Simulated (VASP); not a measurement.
Crystal: SrTiO3.

```xyz
5
Lattice="3.9069 0.0000 0.0000 0.0000 3.9069 0.0000 0.0000 0.0000 3.9069" Properties=species:S:1:pos:R:3 pbc="T T T"
Sr    0.0000    0.0000    0.0000
Ti    1.9534    1.9534    1.9534
O     1.9534    0.0000    1.9534
O     1.9534    1.9534    0.0000
O     0.0000    1.9534    1.9534
```

Base run:

- Program: VASP 6.6.1
- Functional: PBE
- Potentials or basis: VASP PAW PBE potentials, release 64 (Sr_sv, Ti_sv, O)
- Cutoff: 520 eV
- k mesh: 6 × 6 × 6
- Occupations: fermi-dirac, width 0.02 eV
- Spin: no spin polarisation

Its results: band gap on the k mesh 1.85 eV, indirect (least direct gap 2.21 eV); pressure 4.7 GPa.

Q: The run is repeated on the same cell with these changes: functional from PBE to r2SCAN; occupations from fermi-dirac, width 0.02 eV to gaussian, width 0.01 eV. What comes out?

A: Band gap on the k mesh 2.27 eV, indirect (least direct gap 2.66 eV); pressure 0.9 GPa.

Caveats: the PAW data sets were made with another functional, which shifts forces and pressure a little (some runs).

A k mesh can miss the band edges.
